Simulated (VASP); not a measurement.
A run of VASP 6.6.1 is set up as follows.

Contents of INCAR:

```
SYSTEM = B
  PREC = Accurate
  ENCUT = 600
  EDIFF = 1E-7
  ISMEAR = 0
  SIGMA = 0.1
  LREAL = .False.
  LASPH = .True.
  NELM = 100
  ALGO = Normal
  ISIF = 3
  LWAVE = .False.
  LCHARG = .False.
  GGA = PE
  IBRION = 2
  NSW = 90
  EDIFFG = -0.04
```

The input KPOINTS:

```
regular mesh
0
Gamma
  6 6 4
  0 0 0
```

POSCAR

```
B
1.0
    4.6326136200      0.0000000000      0.0000000000
   -2.3163068100      4.0119610800      0.0000000000
    0.0000000000      0.0000000000      4.1963663300
B
12
Direct
    0.3667297700      0.2968874200      0.6494079900
    0.7031125800      0.0698423500      0.3160746600
    0.9301576500      0.6332702300      0.9827413300
    0.6332702300      0.7031125800      0.1494079900
    0.2968874200      0.9301576500      0.8160746600
    0.0698423500      0.3667297700      0.4827413300
    0.0698423500      0.7031125800      0.3505920100
    0.2968874200      0.3667297700      0.0172586700
    0.6332702300      0.9301576500      0.6839253400
    0.9301576500      0.2968874200      0.8505920100
    0.7031125800      0.6332702300      0.5172586700
    0.3667297700      0.0698423500      0.1839253400
```

Potentials or basis: VASP PAW PBE potentials, release 64 (B).

Run with:

```console
$ cat potpaw_PBE.64/B/POTCAR > POTCAR
$ mpirun -np 1 vasp_std > vasp.out
```

(1) Predict the band gap on the k mesh.

(2) Estimate the relaxed cell.

(3) Predict the space group after relaxing (to 0.1 Å).

Answers

(1) zero (bands 18 and 19 overlap by 2.08 eV).

(2) a = 4.488 Å, b = 4.488 Å, c = 5.484 Å, α = 90.00°, β = 90.00°, γ = 120.00°.

(3) P6_522 (No. 179).

Caveat: the k points lie up to 0.29 Å⁻¹ apart in the final cell, too coarse for converged energies and pressures of a metal.
